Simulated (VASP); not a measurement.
# Mg2Si3N in VASP: further runs

Runs on Mg2Si3N. Level: PBE. Tasks: single point, relaxation of cell and atoms.

All numbers are computed with VASP 6.6.1; they aren't measurements. Logs are shortened: lines on timing, memory, paths and dates and some standing lists are left out, and cuts for length are marked.

**1. The cell of the first run**

It takes space group P6/mmm (No. 191, hexagonal). Conventional cell: a = 4.602 Å, b = 4.602 Å, c = 5.220 Å, α = 90.00°, β = 90.00°, γ = 120.00°. Within 3.4 Å of Mg (site symmetry -6m2) lie 5 Si at 2.61 to 2.66 Å and 3 Mg at 2.66 Å. Within 3.4 Å of Si (site symmetry -6m2) lie 2 Mg at 2.61 Å and 3 Si at 2.66 Å and 3 N at 2.66 Å. Si (site symmetry 6/mmm) has 2 N at 2.61 Å and 6 Mg at 2.66 Å within 3.4 Å. N (site symmetry 6/mmm) has 8 Si at 2.61 to 2.66 Å within 3.4 Å.

The cell was built from a structure type or drawn by symmetry, and may not be a known phase.

**2. Single point, PBE**

The input, INCAR:

```
ALGO = Normal
EDIFF = 1E-6
ENCUT = 600
GGA = PE
GGA_COMPAT = F
ISIF = 2
ISMEAR = 0
LASPH = T
LCHARG = T
LELF = T
LREAL = F
LVHAR = T
LWAVE = F
NBANDS = 20
NELM = 120
PREC = Accurate
SIGMA = 0.2
```

The input, KPOINTS:

```
k-points
0
Gamma
  4 4 3
```

The input, POSCAR:

```
Mg2Si3N
1.0
    4.6019873127      0.0000000000      0.0000000000
   -2.3009936564      3.9854379207      0.0000000000
    0.0000000000      0.0000000000      5.2198975401
Mg Si N
2 3 1
Direct
    0.3333333333      0.6666666667      0.5000000000
    0.6666666667      0.3333333333      0.5000000000
    0.3333333333      0.6666666667      0.0000000000
    0.6666666667      0.3333333333      0.0000000000
    0.0000000000      0.0000000000      0.5000000000
    0.0000000000      0.0000000000      0.0000000000
```

Potentials or basis: VASP PAW PBE potentials, release 64 (Mg, Si, N).

The run is started by

```
cat potpaw_PBE.64/Mg/POTCAR potpaw_PBE.64/Si/POTCAR potpaw_PBE.64/N/POTCAR > POTCAR
mpirun -np 1 vasp_std > vasp.out
```

OUTCAR:

```text
EDIFF = 1E-6
   ENCUT = 600
   GGA = PE
   ISIF = 2
   ISMEAR = 0
   LASPH = T
   LREAL = F
   NELM = 120
   PREC = Accurate

 ion  position               nearest neighbor table
   1  0.333  0.667  0.500-   3 2.61   3 2.61   2 2.66   2 2.66   5 2.66   5 2.66   5 2.66   2 2.66

   2  0.667  0.333  0.500-   4 2.61   4 2.61   1 2.66   1 2.66   5 2.66   5 2.66   5 2.66   1 2.66

   3  0.333  0.667  0.000-   1 2.61   1 2.61   4 2.66   4 2.66   4 2.66
   4  0.667  0.333  0.000-   2 2.61   2 2.61   3 2.66   3 2.66   3 2.66
   5  0.000  0.000  0.500-   1 2.66   2 2.66   2 2.66   1 2.66   2 2.66   1 2.66
   6  0.000  0.000  0.000-

  LATTYP: Found a hexagonal cell.
 ALAT       =     4.6019873127
 C/A-ratio  =     1.1342703022

  Lattice vectors:

 A1 = (   4.6019873127,   0.0000000000,   0.0000000000)
 A2 = (  -2.3009936564,   3.9854379207,   0.0000000000)
 A3 = (   0.0000000000,   0.0000000000,   5.2198975401)

Analysis of symmetry for initial positions (statically):
=====================================================================
 Subroutine PRICEL returns:
 Original cell was already a primitive cell.

 Routine SETGRP: Setting up the symmetry group for a
 hexagonal supercell.

 Subroutine GETGRP returns: Found 24 space group operations
 (whereof 24 operations were pure point group operations)
 out of a pool of 24 trial point group operations.

The static configuration has the point symmetry D_6h.

Analysis of symmetry for dynamics (positions and initial velocities):
=====================================================================
 Subroutine PRICEL returns:
 Original cell was already a primitive cell.

 Routine SETGRP: Setting up the symmetry group for a
 hexagonal supercell.

 Subroutine GETGRP returns: Found 24 space group operations
 (whereof 24 operations were pure point group operations)
 out of a pool of 24 trial point group operations.

The dynamic configuration has the point symmetry D_6h.

 Subroutine INISYM returns: Found 24 space group operations
 (whereof 24 operations are pure point group operations),
 and found     1 'primitive' translations

----------------------------------------------------------------------------------------

                                     Primitive cell

  volume of cell :      95.7378

  direct lattice vectors                    reciprocal lattice vectors
     4.601987313  0.000000000  0.000000000     0.217297427  0.125456728  0.000000000
    -2.300993656  3.985437921  0.000000000     0.000000000  0.250913455  0.000000000
     0.000000000  0.000000000  5.219897540     0.000000000  0.000000000  0.191574642

  length of vectors
     4.601987313  4.601987313  5.219897540     0.250913455  0.250913455  0.191574642

  position of ions in fractional coordinates (direct lattice)
     0.333333333  0.666666667  0.500000000
     0.666666667  0.333333333  0.500000000
     0.333333333  0.666666667  0.000000000
     0.666666667  0.333333333  0.000000000
     0.000000000  0.000000000  0.500000000
     0.000000000  0.000000000  0.000000000

  ion indices of the primitive-cell ions
   primitive index   ion index
                 1           1
                 2           2
                 3           3
                 4           4
                 5           5
                 6           6

----------------------------------------------------------------------------------------

 KPOINTS: k-points

Automatic generation of k-mesh.
 Grid dimensions read from file:
 generate k-points for:    4    4    3

 Generating k-lattice:

  Cartesian coordinates                     Fractional coordinates (reciprocal lattice)
     0.054324357  0.031364182  0.000000000     0.250000000  0.000000000  0.000000000
     0.000000000  0.062728364  0.000000000     0.000000000  0.250000000  0.000000000
     0.000000000  0.000000000  0.063858214     0.000000000  0.000000000  0.333333333

  Length of vectors
     0.062728364  0.062728364  0.063858214

  Shift w.r.t. Gamma in fractional coordinates (k-lattice)
     0.000000000  0.000000000  0.000000000

 Subroutine IBZKPT returns following result:
 ===========================================

 Found      8 irreducible k-points:

 Following reciprocal coordinates:
            Coordinates               Weight
  0.000000  0.000000  0.000000      1.000000
  0.250000  0.000000  0.000000      6.000000
  0.500000  0.000000  0.000000      3.000000
  0.250000  0.250000  0.000000      6.000000
  0.000000  0.000000  0.333333      2.000000
  0.250000  0.000000  0.333333     12.000000
  0.500000  0.000000  0.333333      6.000000
  0.250000  0.250000  0.333333     12.000000
   k-points           NKPTS =      8   k-points in BZ     NKDIM =      8   number of bands    NBANDS=     20
   number of dos      NEDOS =    301   number of ions     NIONS =      6
   total plane-waves  NPLWV =  67200
   dimension x,y,z NGX =    40 NGY =   40 NGZ =   42
   dimension x,y,z NGXF=    80 NGYF=   80 NGZF=   84
   ions per type =               2   3   1
   NGX,Y,Z   is equivalent  to a cutoff of  14.45, 14.45, 13.38 a.u.
   NGXF,Y,Z  is equivalent  to a cutoff of  28.90, 28.90, 26.75 a.u.
 SYSTEM =  unknown system
   PREC   = accura    normal or accurate (medium, high low for compatibility)
   ISTART =      0    job   : 0-new  1-cont  2-samecut
   ICHARG =      2    charge: 1-file 2-atom 10-const
   ISPIN  =      1    spin polarized calculation?
   LNONCOLLINEAR =      F non collinear calculations
   LSORBIT =      F    spin-orbit coupling
   LASPH  =      T    aspherical Exc in radial PAW
   ENCUT  =  600.0 eV  44.10 Ry    6.64 a.u.   9.19  9.19 10.43*2*pi/ulx,y,z
   NELM   =    120;   NELMIN=  2; NELMDL= -5     # of ELM steps
   EDIFF  = 0.1E-05   stopping-criterion for ELM
   LREAL  =      F    real-space projection
   EDIFFG = 0.1E-04   stopping-criterion for IOM
   NSW    =      0    number of steps for IOM
   IBRION =     -1    ionic relax: 0-MD 1-quasi-New 2-CG
   NFREE  =      0    steps in history (QN), initial steepest desc. (CG)
   ISIF   =      2    stress and relaxation
   ISYM   =      2    0-nonsym 1-usesym 2-fastsym
   POTIM  = 0.5000    time-step for ionic-motion
   TEBEG  =    0.0;   TEEND  =   0.0 temperature during run
   PSTRESS=    0.0 pullay stress
   NELECT =      21.0000    total number of electrons
   NUPDOWN=      -1.0000    fix difference up-down
   EMIN   =  10.00;   EMAX   =-10.00  energy-range for DOS
   EFERMI =   0.00;   METHOD = LEGACY
   ISMEAR =     0;   SIGMA  =   0.20  broadening in eV -4-tet -1-fermi 0-gaus
   EFERMI_NEDOS =   21; number of points for ismear=-14 and -15
   IALGO  =     38    algorithm
   IMIX   =      4    mixing-type and parameters
     AMIX     =   0.40;   BMIX     =  1.00
     AMIX_MAG =   1.60;   BMIX_MAG =  1.00
  volume/ion in A,a.u.               =      15.96       107.68
  Fermi-wavevector in a.u.,A,eV,Ry     =   0.987310  1.865745 13.262696  0.974781
  Thomas-Fermi vector in A             =   2.118754
   LORBIT       =      0    0 simple, 1 ext, 2 COOP (PROOUT), +10 PAW based schemes
   GGA     = PE    functional components
   LHFCALC =     F    Hartree Fock is set to
   AEXX    =    0.0000 exact exchange contribution
   IVDW    =     0    specifies the selected vdW correction
   LEPSILON=     F    determine dielectric tensor
   LRPA    =     F    only Hartree local field effects (RPA)
 non-spin polarized calculation
 Gauss-broadening in eV      SIGMA  =   0.20
  energy-cutoff  :      600.00
  volume of cell :       95.74
 maximum number of plane-waves:      3210
 NGX is ok and might be reduce to    40
   NGX = 19   NGY = 19   NGZ = 21

 number of electron      21.0000001 magnetization

 Free energy of the ion-electron system (eV)
  ---------------------------------------------------
  ext. energy  EPLUGINS =         0.00000000
  ---------------------------------------------------
  free energy    TOTEN  =       -22.25554868 eV

  energy without entropy =      -22.20666428  energy(sigma->0) =      -22.23110648

 E-fermi :   5.6998     XC(G=0): -10.1152

 val. band max:        5.6823590773   @ k =   0.5000   0.0000   0.0000
 cond. band min:       5.7236424678   @ k =   0.2500   0.2500   0.3333
 fundamental gap:      0.0412833905
 Fermi energy:         5.6997666302

 k-point     1 :       0.0000    0.0000    0.0000
  band No.  band energies     occupation
      1      -7.9701      2.00000
      2      -3.2443      2.00000
      3      -1.3026      2.00000
      4       0.6000      2.00000
      5       2.4494      2.00000
      6       2.4494      2.00000
[... 12 lines left out ...]
     19      10.8896      0.00000
     20      11.8491      0.00000

 k-point     2 :       0.2500    0.0000    0.0000
  band No.  band energies     occupation
      1      -7.7208      2.00000
      2      -3.3230      2.00000
      3      -1.4738      2.00000
      4       0.1334      2.00000
      5       1.0752      2.00000
      6       1.4210      2.00000
[... 12 lines left out ...]
     19      10.8554      0.00000
     20      11.9582      0.00000

 k-point     3 :       0.5000    0.0000    0.0000
  band No.  band energies     occupation
      1      -7.4181      2.00000
      2      -3.5333      2.00000
      3      -1.7479      2.00000
      4      -0.4418      2.00000
      5       0.9414      2.00000
      6       2.0637      2.00000
[... 12 lines left out ...]
     19      12.6683      0.00000
     20      13.4329      0.00000

 k-point     4 :       0.2500    0.2500    0.0000
  band No.  band energies     occupation
      1      -7.4273      2.00000
      2      -3.2807      2.00000
      3      -1.8748      2.00000
      4      -1.3181      2.00000
      5       1.9177      2.00000
      6       2.4788      2.00000
[... 12 lines left out ...]
     19      11.8151      0.00000
     20      12.6400      0.00000

 k-point     5 :       0.0000    0.0000    0.3333
  band No.  band energies     occupation
      1      -7.8547      2.00000
      2      -3.4204      2.00000
      3      -2.2856      2.00000
      4       2.6284      2.00000
      5       2.7077      2.00000
      6       2.7077      2.00000
[... 12 lines left out ...]
     19      11.7216      0.00000
     20      13.4309      0.00000

 k-point     6 :       0.2500    0.0000    0.3333
  band No.  band energies     occupation
      1      -7.6226      2.00000
      2      -3.1709      2.00000
      3      -2.4882      2.00000
      4       0.2456      2.00000
      5       1.6859      2.00000
      6       1.8264      2.00000
[... 12 lines left out ...]
     19      11.4952      0.00000
     20      12.4741      0.00000

 k-point     7 :       0.5000    0.0000    0.3333
  band No.  band energies     occupation
      1      -7.3452      2.00000
      2      -3.2845      2.00000
      3      -2.1340      2.00000
      4      -0.7131      2.00000
      5       0.3419      2.00000
      6       1.2103      2.00000
[... 12 lines left out ...]
     19      11.6586      0.00000
     20      12.7038      0.00000

 k-point     8 :       0.2500    0.2500    0.3333
  band No.  band energies     occupation
      1      -7.3530      2.00000
      2      -3.0314      2.00000
      3      -2.0883      2.00000
      4      -1.6388      2.00000
      5       0.8846      2.00000
      6       1.9311      2.00000
[... 12 lines left out ...]
     19      11.9250      0.00000
     20      12.7266      0.00000

------------------------ aborting loop because EDIFF is reached ----------------------------------------

  FORCE on cell =-STRESS in cart. coord.  units (eV):
  Direction    XX          YY          ZZ          XY          YZ          ZX
  --------------------------------------------------------------------------------------
  -------------------------------------------------------------------------------------
  Total        0.0633040      0.0633040     -0.1003179     -0.0000000     -0.0000000     -0.0000000
  in kB        1.0593967      1.0593967     -1.6788253     -0.0000000     -0.0000000     -0.0000000
  external PRESSURE =       0.1466560 kB  Pullay stress =       0.0000000 kB

 VOLUME and BASIS-vectors are now :
 -----------------------------------------------------------------------------
  energy-cutoff  :      600.00
  volume of cell :       95.74
      direct lattice vectors                 reciprocal lattice vectors
     4.601987313  0.000000000  0.000000000     0.217297427  0.125456728  0.000000000
    -2.300993656  3.985437921  0.000000000     0.000000000  0.250913455  0.000000000
     0.000000000  0.000000000  5.219897540     0.000000000  0.000000000  0.191574642

 POSITION                                       TOTAL-FORCE (eV/Angst)
 -----------------------------------------------------------------------------------
     -0.00000      2.65696      2.60995         0.000000     -0.000000      0.000000
      2.30099      1.32848      2.60995        -0.000000      0.000000     -0.000000
     -0.00000      2.65696      0.00000        -0.000000      0.000000     -0.000000
      2.30099      1.32848      0.00000        -0.000000     -0.000000     -0.000000
      0.00000      0.00000      2.60995         0.000000     -0.000000     -0.000000
      0.00000      0.00000      0.00000         0.000000     -0.000000     -0.000000
 -----------------------------------------------------------------------------------
    total drift:                                0.000000      0.000000      0.000000

  FREE ENERGIE OF THE ION-ELECTRON SYSTEM (eV)
  ---------------------------------------------------
  free  energy   TOTEN  =       -22.2555486794 eV

  energy  without entropy=      -22.2066642821  energy(sigma->0) =      -22.23110648
```

Run time: 58 s. Hardware: 1 thread of Intel Xeon 8259CL, shared host; peak memory 0.25 GiB.

What came out:

```
Free energy            : -22.2555 eV
Pressure               : 0.0 GPa
Band gap on the k mesh : zero (an odd number of electrons rules out a gap without spin polarisation)
```

Caveat: the k points lie up to 0.40 Å⁻¹ apart, too coarse for converged energies and pressures of a metal.

**3. Single point, PBE**

This run uses another cell than the first one, of 22.30 Å³/atom.

The input, INCAR:

```
  PREC = Accurate
  ENCUT = 600
  EDIFF = 1E-6
  ISMEAR = 0
  SIGMA = 0.2
  LREAL = False
  LASPH = True
  NELM = 120
  ALGO = Normal
  ISIF = 2
  LWAVE = False
  LCHARG = False
  GGA = PE
  NBANDS = 20
  GGA_COMPAT = False
```

The input, KPOINTS:

```
Automatic mesh
0
Gamma
  4 4 3
```

The input, POSCAR:

```
Mg2Si3N
1.0
    4.1150642008      0.0000000000      0.0000000000
   -2.0575321004      3.5637501361      0.0000000000
    0.0000000000      0.0000000000      9.1244707280
Mg Si N
2 3 1
Direct
    0.0000000000      0.0000000000      0.7806742143
    0.0000000000      0.0000000000      0.2193257857
    0.3333333333      0.6666666667      0.0000000000
    0.6666666667      0.3333333333      0.0000000000
    0.0000000000      0.0000000000      0.5000000000
    0.0000000000      0.0000000000      0.0000000000
```

Potentials or basis: VASP PAW PBE potentials, release 64 (Mg, Si, N).

The run is started by

```
cat potpaw_PBE.64/Mg/POTCAR potpaw_PBE.64/Si/POTCAR potpaw_PBE.64/N/POTCAR > POTCAR
mpirun -np 1 vasp_std > vasp.out
```

It took 73 s on 1 thread of Intel Xeon 8259CL, shared host; peak memory 0.31 GiB.

Results (log left out):

- Free energy: -23.0208 eV
- Pressure: -0.4 GPa
- Largest force: 0.071 eV/Å
- Band gap on the k mesh: zero (an odd number of electrons rules out a gap without spin polarisation)

Forces in eV/Å, atoms in the order of the input:
```
Mg   0.000  0.000 -0.071
Mg   0.000  0.000  0.071
Si   0.000  0.000  0.000
Si   0.000  0.000  0.000
Si   0.000  0.000  0.000
N    0.000  0.000  0.000
```

Levels at points of the mesh, in eV from the Fermi level:
```
           k point  band 8  band 9  band 10  band 11  band 12  band 13  band 14  band 15
(0.00, 0.00, 0.00)   -2.12   -2.12    -0.24    -0.20    -0.13     2.04     2.04     4.55
(0.50, 0.00, 0.00)   -1.65   -1.46     0.29     0.75     1.17     1.78     2.10     3.14
```

Caveat: the k points lie up to 0.44 Å⁻¹ apart, too coarse for converged energies and pressures of a metal.

(Continued in part 2 of 2.)
